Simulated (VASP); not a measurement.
Ir:

```
Ir
1.0
     0.00000    1.91560    1.91560
     1.91560    0.00000    1.91560
     1.91560    1.91560    0.00000
Ir
1
Direct
  0.00000 0.00000 0.00000
```

| Item | Value |
| --- | --- |
| Program | VASP 6.6.1 |
| Task | relaxation of cell and atoms |
| Functional | RPBE |
| Potentials or basis | VASP PAW PBE potentials, release 64 (Ir) |
| Cutoff | 600 eV |
| k mesh | 8 × 8 × 8 |
| Occupations | gaussian, width 0.1 eV |
| Spin | no spin polarisation |

At the start: pressure 17.9 GPa; volume 14.06 Å³/atom.

Question: How do energy, volume and symmetry change on relaxing?

Answer: Over 4 steps the energy falls by 36.6 meV/atom and the volume is 14.76 Å³/atom (+5.0 %); space group Fm-3m (No. 225, to 0.05 Å).

The path:
```
step  energy change (eV)  largest force (eV/Å)  pressure (GPa)  volume (Å³)
   1              0.0000                0.0000           17.90        14.06
   2              0.3336                0.0000          -35.90        17.50
   3             -0.0364                0.0000           -1.20        14.81
   4             -0.0366                0.0000           -0.13        14.76
```

Final structure:
```yaml
crystal:
  lattice:
    - [0.00000, 1.94673, 1.94673]
    - [1.94673, 0.00000, 1.94673]
    - [1.94673, 1.94673, 0.00000]
  atoms:
    - { symbol: Ir, position: [0.00000, 0.00000, 0.00000] }
```

Caveat: the PAW data sets were made with another functional, which shifts forces and pressure a little.
